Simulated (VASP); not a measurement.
# Ta3Br2 in VASP: further runs, part 2 of 2

VASP 6.6.1.

### Step 3. Single point, PBE

This run uses another cell than the first one, of 25.58 Å³/atom.

File INCAR:

```
  PREC = Accurate
  ENCUT = 520
  EDIFF = 1E-6
  ISMEAR = 0
  SIGMA = 0.1
  LREAL = False
  LASPH = True
  NELM = 80
  ALGO = Normal
  ISIF = 2
  LWAVE = False
  LCHARG = True
  GGA = PE
  LELF = True
  LVHAR = True
  NBANDS = 32
```

File KPOINTS:

```
Automatic mesh
0
Gamma
  12 12 8
```

File POSCAR:

```
Ta3Br2
1.0
    5.5419236284      0.0000000000      0.0000000000
   -2.7709618142      4.7994466480      0.0000000000
    0.0000000000      0.0000000000      4.8093446576
Ta Br
3 2
Direct
    0.5000000000      0.0000000000      0.0000000000
    0.0000000000      0.5000000000      0.0000000000
    0.5000000000      0.5000000000      0.0000000000
    0.6666666667      0.3333333333      0.5000000000
    0.3333333333      0.6666666667      0.5000000000
```

Potentials or basis: VASP PAW PBE potentials, release 64 (Ta_pv, Br).

The run is started by

```sh
$ cat potpaw_PBE.64/Ta_pv/POTCAR potpaw_PBE.64/Br/POTCAR > POTCAR
$ mpirun -np 1 vasp_std > vasp.out
```

OUTCAR:

```text
PREC = Accurate
   ENCUT = 520
   EDIFF = 1E-6
   ISMEAR = 0
   LREAL = False
   LASPH = True
   NELM = 80
   ISIF = 2
   GGA = PE

 ion  position               nearest neighbor table
   1  0.500  0.000  0.000-   2 2.77   3 2.77   3 2.77   2 2.77   4 2.89   5 2.89   4 2.89   5 2.89

   2  0.000  0.500  0.000-   1 2.77   1 2.77   3 2.77   3 2.77   4 2.89   5 2.89   4 2.89   5 2.89

   3  0.500  0.500  0.000-   1 2.77   1 2.77   2 2.77   2 2.77   4 2.89   5 2.89   4 2.89   5 2.89

   4  0.667  0.333  0.500-   1 2.89   1 2.89   2 2.89   2 2.89   3 2.89   3 2.89
   5  0.333  0.667  0.500-   1 2.89   1 2.89   2 2.89   2 2.89   3 2.89   3 2.89

  LATTYP: Found a hexagonal cell.
 ALAT       =     5.5419236284
 C/A-ratio  =     0.8678114280

  Lattice vectors:

 A1 = (   5.5419236284,   0.0000000000,   0.0000000000)
 A2 = (  -2.7709618142,   4.7994466480,   0.0000000000)
 A3 = (   0.0000000000,   0.0000000000,   4.8093446576)

Analysis of symmetry for initial positions (statically):
=====================================================================
 Subroutine PRICEL returns:
 Original cell was already a primitive cell.

 Routine SETGRP: Setting up the symmetry group for a
 hexagonal supercell.

 Subroutine GETGRP returns: Found 24 space group operations
 (whereof 24 operations were pure point group operations)
 out of a pool of 24 trial point group operations.

The static configuration has the point symmetry D_6h.

Analysis of symmetry for dynamics (positions and initial velocities):
=====================================================================
 Subroutine PRICEL returns:
 Original cell was already a primitive cell.

 Routine SETGRP: Setting up the symmetry group for a
 hexagonal supercell.

 Subroutine GETGRP returns: Found 24 space group operations
 (whereof 24 operations were pure point group operations)
 out of a pool of 24 trial point group operations.

The dynamic configuration has the point symmetry D_6h.

 Subroutine INISYM returns: Found 24 space group operations
[... 125 lines left out ...]
  Fermi-wavevector in a.u.,A,eV,Ry     =   1.172542  2.215782 18.706021  1.374854
  Thomas-Fermi vector in A             =   2.308969
   LORBIT       =      0    0 simple, 1 ext, 2 COOP (PROOUT), +10 PAW based schemes
   GGA     = PE    functional components
   LHFCALC =     F    Hartree Fock is set to
   AEXX    =    0.0000 exact exchange contribution
   IVDW    =     0    specifies the selected vdW correction
   LEPSILON=     F    determine dielectric tensor
   LRPA    =     F    only Hartree local field effects (RPA)
 non-spin polarized calculation
 Gauss-broadening in eV      SIGMA  =   0.10
  energy-cutoff  :      520.00
  volume of cell :      127.92
 maximum number of plane-waves:      3498
 NGX is ok and might be reduce to    42
   NGX = 21   NGY = 21   NGZ = 17

 number of electron      46.9999995 magnetization

 Free energy of the ion-electron system (eV)
  ---------------------------------------------------
  ext. energy  EPLUGINS =         0.00000000
  ---------------------------------------------------
  free energy    TOTEN  =       -33.06594290 eV

  energy without entropy =      -33.03203232  energy(sigma->0) =      -33.04898761

 E-fermi :   3.9194     XC(G=0):  -9.8598

 val. band max:        3.9133756182   @ k =   0.3333   0.0833   0.3750
 cond. band min:       3.9219122039   @ k =   0.0000   0.0000   0.2500
 fundamental gap:      0.0085365857
 Fermi energy:         3.9194316715

 k-point     1 :       0.0000    0.0000    0.0000
  band No.  band energies     occupation
      1     -31.5000      2.00000
      2     -31.2224      2.00000
      3     -31.0359      2.00000
      4     -31.0359      2.00000
      5     -30.9664      2.00000
      6     -30.9664      2.00000
[... 829 lines left out ...]
     31       6.6935      0.00000
     32       6.9946      0.00000

 [... further k-points ...]

------------------------ aborting loop because EDIFF is reached ----------------------------------------

  FORCE on cell =-STRESS in cart. coord.  units (eV):
  Direction    XX          YY          ZZ          XY          YZ          ZX
  --------------------------------------------------------------------------------------
  -------------------------------------------------------------------------------------
  Total        0.0337778      0.0337778      0.0187211      0.0000000      0.0000000      0.0000000
  in kB        0.4230623      0.4230623      0.2344795      0.0000000      0.0000000      0.0000000
  external PRESSURE =       0.3602013 kB  Pullay stress =       0.0000000 kB

 VOLUME and BASIS-vectors are now :
 -----------------------------------------------------------------------------
  energy-cutoff  :      520.00
  volume of cell :      127.92
      direct lattice vectors                 reciprocal lattice vectors
     5.541923628  0.000000000  0.000000000     0.180442761  0.104178677  0.000000000
    -2.770961814  4.799446648  0.000000000     0.000000000  0.208357353  0.000000000
     0.000000000  0.000000000  4.809344658     0.000000000  0.000000000  0.207928537

 POSITION                                       TOTAL-FORCE (eV/Angst)
 -----------------------------------------------------------------------------------
      2.77096      0.00000      0.00000         0.000000      0.000000      0.000000
     -1.38548      2.39972      0.00000         0.000000      0.000000      0.000000
      1.38548      2.39972      0.00000         0.000000      0.000000      0.000000
      2.77096      1.59982      2.40467        -0.000000     -0.000000      0.000000
     -0.00000      3.19963      2.40467         0.000000      0.000000      0.000000
 -----------------------------------------------------------------------------------
    total drift:                                0.000000     -0.000000     -0.000000

  FREE ENERGIE OF THE ION-ELECTRON SYSTEM (eV)
  ---------------------------------------------------
  free  energy   TOTEN  =       -33.0659428996 eV

  energy  without entropy=      -33.0320323232  energy(sigma->0) =      -33.04898761
```

OSZICAR:

```text
N       E                     dE             d eps       ncg     rms          rms(c)
DAV:   1     0.411530701319E+03    0.41153E+03   -0.24298E+04  6272   0.137E+03
DAV:   2    -0.968681398384E+01   -0.42122E+03   -0.40433E+03  7040   0.369E+02
DAV:   3    -0.340462407457E+02   -0.24359E+02   -0.23274E+02  8088   0.766E+01
DAV:   4    -0.346867756007E+02   -0.64053E+00   -0.63490E+00  7704   0.122E+01
DAV:   5    -0.347032701680E+02   -0.16495E-01   -0.16474E-01  8096   0.172E+00    0.220E+01
DAV:   6    -0.333974728298E+02    0.13058E+01   -0.10721E+00  7776   0.581E+00    0.121E+01
DAV:   7    -0.330769796334E+02    0.32049E+00   -0.12465E+00  8288   0.587E+00    0.197E+00
DAV:   8    -0.330708130930E+02    0.61665E-02   -0.12440E-01  7264   0.187E+00    0.739E-01
DAV:   9    -0.330657375885E+02    0.50755E-02   -0.11580E-02  7584   0.557E-01    0.157E-01
DAV:  10    -0.330658442719E+02   -0.10668E-03   -0.82230E-04  8192   0.117E-01    0.107E-01
DAV:  11    -0.330659401427E+02   -0.95871E-04   -0.15775E-04  7456   0.520E-02    0.585E-02
DAV:  12    -0.330659378719E+02    0.22708E-05   -0.11156E-05  7152   0.166E-02    0.252E-02
DAV:  13    -0.330659422912E+02   -0.44193E-05   -0.92409E-06  6632   0.107E-02    0.661E-03
DAV:  14    -0.330659428996E+02   -0.60844E-06   -0.28528E-07  5040   0.281E-03
   1 F= -.33065943E+02 E0= -.33048988E+02  d E =-.339106E-01
```

stdout:

```text
POSCAR found type information on POSCAR TaBr
 POSCAR found :  2 types and       5 ions
 scaLAPACK will be used
 LDA part: xc-table for (Slater+PW92), standard interpolation
 POSCAR, INCAR and KPOINTS ok, starting setup
 FFT: planning ... GRIDC
 FFT: planning ... GRID_SOFT
 FFT: planning ... GRID
 WAVECAR not read
 entering main loop
```

Run time: 3.9 min. Hardware: 1 thread of Intel Xeon 6975P-C (Granite Rapids), shared host; peak memory 0.46 GiB.

What came out:

| Item | Value |
| --- | --- |
| Free energy | -33.0659 eV |
| Pressure | 0.0 GPa |
| Band gap on the k mesh | zero (an odd number of electrons rules out a gap without spin polarisation) |

Caveat: spin-orbit coupling is left out, which moves the levels of the heavy elements; an odd number of electrons without spin polarisation forces a metal; a magnetic or distorted state may lie lower.
